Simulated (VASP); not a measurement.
Here is a VASP 6.6.1 calculation.

File INCAR:

```
PREC     = Accurate       # precision mode
ENCUT    = 500            # plane-wave cutoff, eV
EDIFF    = 1E-6           # SCF threshold, eV
ISMEAR   = 0              # smearing method
SIGMA    = 0.05           # smearing width, eV
LREAL    = False          # projectors in reciprocal space
LASPH    = True           # aspherical terms in the spheres
NELM     = 120            # most SCF steps
ALGO     = Normal         # electronic algorithm
ISIF     = 2              # what is computed and relaxed
LWAVE    = False          # write WAVECAR
LCHARG   = False          # write CHGCAR
GGA      = PE             # functional
NBANDS   = 11             # bands
GGA_COMPAT= False
```

The input KPOINTS:

```
regular mesh
0
Gamma
  9 9 9
```

POSCAR

```
Pt
1.0
    2.6255785974      0.0000000000      0.0000000000
    0.0000000000      2.6255785974      0.0000000000
    0.0000000000      0.0000000000      2.6255785974
Pt
1
Direct
    0.0000000000      0.0000000000      0.0000000000
```

Potentials or basis: VASP PAW PBE potentials, release 64 (Pt).

Command:

```console
$ cat potpaw_PBE.64/Pt/POTCAR > POTCAR
$ mpirun -np 1 vasp_std > vasp.out
```

**Question.** Predict the pressure.

**Answer.** -0.4 GPa.

**Question.** Predict the band gap on the k mesh.

**Answer.** Zero (bands 5 and 6 overlap by 2.63 eV).

Caveat: spin-orbit coupling is left out, which moves the levels of the heavy elements.
